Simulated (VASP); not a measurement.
# AlN (Fm-3m) in VASP: notebook, part 2 of 2

VASP 6.6.1. The steps go on from the part before.

## (6) Single point, PBEsol (7.78 Å³/atom)

This run uses another cell than the first one, of 7.78 Å³/atom.

Input file INCAR:

```
SYSTEM = AlN
ALGO = Normal
EDIFF = 1E-6
ENCUT = 600
GGA = PS
GGA_COMPAT = .FALSE.
ISIF = 2
ISMEAR = 0
LASPH = .TRUE.
LCHARG = .FALSE.
LREAL = .FALSE.
LWAVE = .FALSE.
NBANDS = 11
NELM = 120
PREC = Accurate
SIGMA = 0.02
```

Input file KPOINTS:

```
k-points
0
G
  10 10 10
  0 0 0
```

Input file POSCAR:

```
AlN
1.0
    0.0000000000      1.9813314392      1.9813314392
    1.9813314392      0.0000000000      1.9813314392
    1.9813314392      1.9813314392      0.0000000000
Al N
1 1
Direct
    0.5000000000      0.5000000000      0.5000000000
    0.0000000000      0.0000000000      0.0000000000
```

Potentials or basis: VASP PAW PBE potentials, release 64 (Al, N).

Started as:

```bash
cat potpaw_PBE.64/Al/POTCAR potpaw_PBE.64/N/POTCAR > POTCAR
mpirun -np 1 vasp_std > vasp.out
```

OUTCAR:

```text
SYSTEM = AlN
   EDIFF = 1E-6
   ENCUT = 600
   GGA = PS
   ISIF = 2
   ISMEAR = 0
   LASPH = .TRUE.
   LREAL = .FALSE.
   NELM = 120
   PREC = Accurate

 ion  position               nearest neighbor table
   1  0.500  0.500  0.500-   2 1.98   2 1.98   2 1.98   2 1.98   2 1.98   2 1.98
   2  0.000  0.000  0.000-   1 1.98   1 1.98   1 1.98   1 1.98   1 1.98   1 1.98

  LATTYP: Found a face centered cubic cell.
 ALAT       =     3.9626628784

  Lattice vectors:

 A1 = (   0.0000000000,   1.9813314392,   1.9813314392)
 A2 = (   1.9813314392,   0.0000000000,   1.9813314392)
 A3 = (   1.9813314392,   1.9813314392,   0.0000000000)

Analysis of symmetry for initial positions (statically):
=====================================================================
 Subroutine PRICEL returns:
 Original cell was already a primitive cell.

 Routine SETGRP: Setting up the symmetry group for a
 face centered cubic supercell.

 Subroutine GETGRP returns: Found 48 space group operations
 (whereof 48 operations were pure point group operations)
 out of a pool of 48 trial point group operations.

The static configuration has the point symmetry O_h .

Analysis of symmetry for dynamics (positions and initial velocities):
=====================================================================
 Subroutine PRICEL returns:
 Original cell was already a primitive cell.

 Routine SETGRP: Setting up the symmetry group for a
 face centered cubic supercell.

 Subroutine GETGRP returns: Found 48 space group operations
 (whereof 48 operations were pure point group operations)
 out of a pool of 48 trial point group operations.

The dynamic configuration has the point symmetry O_h .

 Subroutine INISYM returns: Found 48 space group operations
 (whereof 48 operations are pure point group operations),
 and found     1 'primitive' translations

----------------------------------------------------------------------------------------

                                     Primitive cell

  volume of cell :      15.5561

  direct lattice vectors                    reciprocal lattice vectors
     0.000000000  1.981331439  1.981331439    -0.252355558  0.252355558  0.252355558
     1.981331439  0.000000000  1.981331439     0.252355558 -0.252355558  0.252355558
     1.981331439  1.981331439  0.000000000     0.252355558  0.252355558 -0.252355558

  length of vectors
     2.802025793  2.802025793  2.802025793     0.437092647  0.437092647  0.437092647

  position of ions in fractional coordinates (direct lattice)
     0.500000000  0.500000000  0.500000000
     0.000000000  0.000000000  0.000000000

  ion indices of the primitive-cell ions
   primitive index   ion index
                 1           1
                 2           2

----------------------------------------------------------------------------------------

 KPOINTS: k-points

Automatic generation of k-mesh.
 Grid dimensions read from file:
 generate k-points for:   10   10   10

 Generating k-lattice:

  Cartesian coordinates                     Fractional coordinates (reciprocal lattice)
[... 22 lines left out ...]
  0.500000  0.000000  0.000000      4.000000
[... 16 lines left out ...]
  0.300000  0.300000  0.000000      6.000000
  0.400000  0.300000  0.000000     24.000000
 [... further k-points ...]
   k-points           NKPTS =     47   k-points in BZ     NKDIM =     47   number of bands    NBANDS=     11
   number of dos      NEDOS =    301   number of ions     NIONS =      2
   total plane-waves  NPLWV =  13824
   dimension x,y,z NGX =    24 NGY =   24 NGZ =   24
   dimension x,y,z NGXF=    48 NGYF=   48 NGZF=   48
   ions per type =               1   1
   NGX,Y,Z   is equivalent  to a cutoff of  14.24, 14.24, 14.24 a.u.
   NGXF,Y,Z  is equivalent  to a cutoff of  28.48, 28.48, 28.48 a.u.
 SYSTEM =  AlN
   PREC   = accura    normal or accurate (medium, high low for compatibility)
   ISTART =      0    job   : 0-new  1-cont  2-samecut
   ICHARG =      2    charge: 1-file 2-atom 10-const
   ISPIN  =      1    spin polarized calculation?
   LNONCOLLINEAR =      F non collinear calculations
   LSORBIT =      F    spin-orbit coupling
   LASPH  =      T    aspherical Exc in radial PAW
   ENCUT  =  600.0 eV  44.10 Ry    6.64 a.u.   5.60  5.60  5.60*2*pi/ulx,y,z
   NELM   =    120;   NELMIN=  2; NELMDL= -5     # of ELM steps
   EDIFF  = 0.1E-05   stopping-criterion for ELM
   LREAL  =      F    real-space projection
   EDIFFG = 0.1E-04   stopping-criterion for IOM
   NSW    =      0    number of steps for IOM
   IBRION =     -1    ionic relax: 0-MD 1-quasi-New 2-CG
   NFREE  =      0    steps in history (QN), initial steepest desc. (CG)
   ISIF   =      2    stress and relaxation
   ISYM   =      2    0-nonsym 1-usesym 2-fastsym
   POTIM  = 0.5000    time-step for ionic-motion
   TEBEG  =    0.0;   TEEND  =   0.0 temperature during run
   PSTRESS=    0.0 pullay stress
   NELECT =       8.0000    total number of electrons
   NUPDOWN=      -1.0000    fix difference up-down
   EMIN   =  10.00;   EMAX   =-10.00  energy-range for DOS
   EFERMI =   0.00;   METHOD = LEGACY
   ISMEAR =     0;   SIGMA  =   0.02  broadening in eV -4-tet -1-fermi 0-gaus
   EFERMI_NEDOS =   21; number of points for ismear=-14 and -15
   IALGO  =     38    algorithm
   IMIX   =      4    mixing-type and parameters
     AMIX     =   0.40;   BMIX     =  1.00
     AMIX_MAG =   1.60;   BMIX_MAG =  1.00
  volume/ion in A,a.u.               =       7.78        52.49
  Fermi-wavevector in a.u.,A,eV,Ry     =   1.311609  2.478581 23.406347  1.720318
  Thomas-Fermi vector in A             =   2.442059
   LORBIT       =      0    0 simple, 1 ext, 2 COOP (PROOUT), +10 PAW based schemes
   GGA     = PS    functional components
   LHFCALC =     F    Hartree Fock is set to
   AEXX    =    0.0000 exact exchange contribution
   IVDW    =     0    specifies the selected vdW correction
   LEPSILON=     F    determine dielectric tensor
   LRPA    =     F    only Hartree local field effects (RPA)
 non-spin polarized calculation
 Gauss-broadening in eV      SIGMA  =   0.02
  energy-cutoff  :      600.00
  volume of cell :       15.56
 maximum number of plane-waves:       534
 NGX is ok and might be reduce to    24
   NGX = 11   NGY = 11   NGZ = 11

 number of electron       8.0000000 magnetization

 Free energy of the ion-electron system (eV)
  ---------------------------------------------------
  ext. energy  EPLUGINS =         0.00000000
  ---------------------------------------------------
  free energy    TOTEN  =       -15.39616901 eV

  energy without entropy =      -15.39616901  energy(sigma->0) =      -15.39616901

 E-fermi :  10.9103     XC(G=0): -12.7401

 val. band max:       10.6914209069   @ k =   0.0000   0.0000   0.0000
 cond. band min:      15.7165977450   @ k =   0.5000   0.5000   0.0000
 fundamental gap:      5.0251768381
 Fermi energy:        10.9103424716

 k-point     1 :       0.0000    0.0000    0.0000
  band No.  band energies     occupation
      1      -7.4242      2.00000
      2      10.6914      2.00000
      3      10.6914      2.00000
      4      10.6914      2.00000
      5      17.2575      0.00000
      6      22.9051      0.00000
      7      22.9051      0.00000
      8      22.9051      0.00000
      9      28.1521      0.00000
     10      28.8240      0.00000
     11      28.8240      0.00000
[... 309 lines left out ...]
 k-point    24 :       0.4000    0.3000    0.0000
  band No.  band energies     occupation
      1      -4.1776      2.00000
      2       4.5582      2.00000
      3       7.6922      2.00000
      4       8.2495      2.00000
      5      16.9815      0.00000
      6      17.8677      0.00000
      7      23.5340      0.00000
      8      26.9691      0.00000
      9      27.8098      0.00000
     10      33.0958      0.00000
     11      36.2630      0.00000

 [... further k-points ...]

------------------------ aborting loop because EDIFF is reached ----------------------------------------

  FORCE on cell =-STRESS in cart. coord.  units (eV):
  Direction    XX          YY          ZZ          XY          YZ          ZX
  --------------------------------------------------------------------------------------
  -------------------------------------------------------------------------------------
  Total        1.7636081      1.7636081      1.7636081     -0.0000000     -0.0000000      0.0000000
  in kB      181.6399074    181.6399074    181.6399074     -0.0000000     -0.0000000      0.0000000
  external PRESSURE =     181.6399074 kB  Pullay stress =       0.0000000 kB

 VOLUME and BASIS-vectors are now :
 -----------------------------------------------------------------------------
  energy-cutoff  :      600.00
  volume of cell :       15.56
      direct lattice vectors                 reciprocal lattice vectors
     0.000000000  1.981331439  1.981331439    -0.252355558  0.252355558  0.252355558
     1.981331439  0.000000000  1.981331439     0.252355558 -0.252355558  0.252355558
     1.981331439  1.981331439  0.000000000     0.252355558  0.252355558 -0.252355558

 POSITION                                       TOTAL-FORCE (eV/Angst)
 -----------------------------------------------------------------------------------
      1.98133      1.98133      1.98133         0.000000      0.000000      0.000000
      0.00000      0.00000      0.00000        -0.000000     -0.000000     -0.000000
 -----------------------------------------------------------------------------------
    total drift:                                0.000000     -0.000000     -0.000000

  FREE ENERGIE OF THE ION-ELECTRON SYSTEM (eV)
  ---------------------------------------------------
  free  energy   TOTEN  =       -15.3961690085 eV

  energy  without entropy=      -15.3961690085  energy(sigma->0) =      -15.39616901
```

Run time: 8 s. Hardware: 1 thread of Intel Xeon Platinum 8488C (Sapphire Rapids), shared host; peak memory 0.13 GiB.

Results:

```yaml
Free_energy: -15.3962 eV
Pressure: 18.2 GPa
Band_gap_on_the_k_mesh: 5.03 eV (least direct gap 6.57 eV)
```

Levels at points of the mesh, in eV from the valence-band top:
```csv
k point,band 1,band 2,band 3,band 4,band 5,band 6,band 7,band 8
"(0.00, 0.00, 0.00)",-18.12,0.00,0.00,0.00,6.57,12.21,12.21,12.21
"(0.50, 0.00, 0.00)",-14.57,-8.77,-1.21,-1.21,6.43,11.40,11.40,14.16
"(0.50, 0.50, 0.00)",-13.48,-7.87,-2.98,-2.98,5.03,5.15,14.72,18.13
```

Caveat: the cell stands under pressure; the PAW data sets were made with another functional, which shifts forces and pressure a little. A k mesh can miss the band edges.

## (7) Overview

| cell | gap on the mesh (eV) | pressure (GPa) |
| --- | --- | --- |
| a = 2.772 Å, angles 60.0°, 2 atoms | 4.96 | 29.7 |
| a = 2.860 Å, angles 60.0°, 2 atoms | 4.54 | -0.3 |
| a = 2.832 Å, angles 60.0°, 2 atoms | 4.84 | 8.3 |
| a = 2.802 Å, angles 60.0°, 2 atoms | 5.03 | 18.2 |

Alike in all rows: task single point; level PBEsol; potentials or basis VASP PAW PBE potentials, release 64 (Al, N); no spin polarisation; k mesh 10 × 10 × 10; cutoff (eV) 600; smearing gaussian 0.02 eV.

Caveats: the PAW data sets were made with another functional, which shifts forces and pressure a little; the cell stands under pressure (at least some runs).

Absolute energies hang on the potentials; compare differences alone.
